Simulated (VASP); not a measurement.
Here is a VASP 6.6.1 calculation.

INCAR

```
SYSTEM = Sn
PREC = Accurate ; ENCUT = 520
EDIFF = 1E-6 ; ISMEAR = 0
SIGMA = 0.1 ; LREAL = .FALSE.
LASPH = .TRUE. ; NELM = 80
ALGO = Normal ; ISIF = 2
LWAVE = .FALSE. ; LCHARG = .FALSE.
GGA = PS ; NBANDS = 21
```

KPOINTS

```
regular mesh
0
G
  6 6 6
  0 0 0
```

The input POSCAR:

```
Sn
1.0
   -2.9196440750      2.9196440750      1.5938000000
    2.9196440750     -2.9196440750      1.5938000000
    2.9196440750      2.9196440750     -1.5938000000
Sn
2
Direct
    0.0000000000      0.0000000000      0.0000000000
    0.7500000000      0.2500000000      0.5000000000
```

Potentials or basis: VASP PAW PBE potentials, release 64 (Sn_d).

Command:

```console
$ cat potpaw_PBE.64/Sn_d/POTCAR > POTCAR
$ mpirun -np 1 vasp_std > vasp.out
```

Task: Predict the band gap on the k mesh.

Result: Zero (band 14 reaches 8.85 eV, above the bottom of band 15 at 4.97 eV).

Task: Predict the pressure.

Result: -0.7 GPa.

Stress tensor (GPa, compression positive):
```
-0.01  0.00  0.00
 0.00 -0.01  0.00
 0.00  0.00 -2.00
```

Caveat: the k points lie up to 0.37 Å⁻¹ apart; the PAW data sets were made with another functional, which shifts forces and pressure a little; spin-orbit coupling is left out, which moves the levels of the heavy elements.
